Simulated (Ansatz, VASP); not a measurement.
BeS: VASP beside Ansatz

The input INCAR:

```
SYSTEM = BeS
PREC = Accurate
ENCUT = 520
EDIFF = 1E-6
ISMEAR = 0
SIGMA = 0.05
LREAL = .FALSE.
LASPH = .TRUE.
NELM = 60
ALGO = Normal
ISIF = 2
LWAVE = .FALSE.
LCHARG = .FALSE.
GGA = PS
NBANDS = 11
```

KPOINTS

```
regular mesh
0
G
  10 10 10
  0 0 0
```

The input POSCAR:

```
BeS
1.0
    0.0000000000      2.3611560245      2.4776033836
    2.4776033836      0.0000000000      2.4776033836
    2.4776033836      2.3611560245      0.0000000000
Be S
1 1
Direct
    0.0000000000      0.0000000000      0.0000000000
    0.7500000000      0.7500000000      0.7500000000
```

Input for Ansatz:

```yaml
crystal:
  lattice:
    - [0.0, 2.3611560245, 2.4776033836]
    - [2.4776033836, 0.0, 2.4776033836]
    - [2.4776033836, 2.3611560245, 0.0]
  atoms:
    - { symbol: Be, position: [0.0, 0.0, 0.0] }
    - { symbol: S, position: [0.75, 0.75, 0.75] }
basis:
  ecutwfc: 520.0
kpoints:
  mp_grid: { grid: [10, 10, 10] }
hamiltonian:
  xc: pbesol
scf:
  occupations: { method: gaussian, width: 0.05 }
output:
  forces: true
  stress: true
  eigenvalues: true
```

Alike in both runs: task single point; functional PBEsol; k mesh 10 × 10 × 10; occupations gaussian, width 0.05 eV; no spin polarisation.

|  | VASP | Ansatz |
| --- | --- | --- |
| version | VASP 6.6.1 | Ansatz 0.2.0 |
| potentials or method | VASP PAW PBE potentials, release 64 (Be, S), cutoff 520 eV | scalar-relativistic, plane waves, PAW |
| valence electrons in the cell | 8 | 8 |

|  | VASP | Ansatz | Ansatz less VASP |
| --- | --- | --- | --- |
| gap on the k mesh at the Fermi level (eV) | 2.58 | 2.58 | -0.003 |
| least direct gap on the mesh (eV) | 5.41 | 5.41 | -0.002 |
| pressure (GPa) | -2.1 | -2.2 | -0.15 |
| traceless stress, the component that is largest in VASP (GPa) | 2.74 | 2.75 | +0.015 |

VASP's potentials were made for PBE, not for PBEsol.
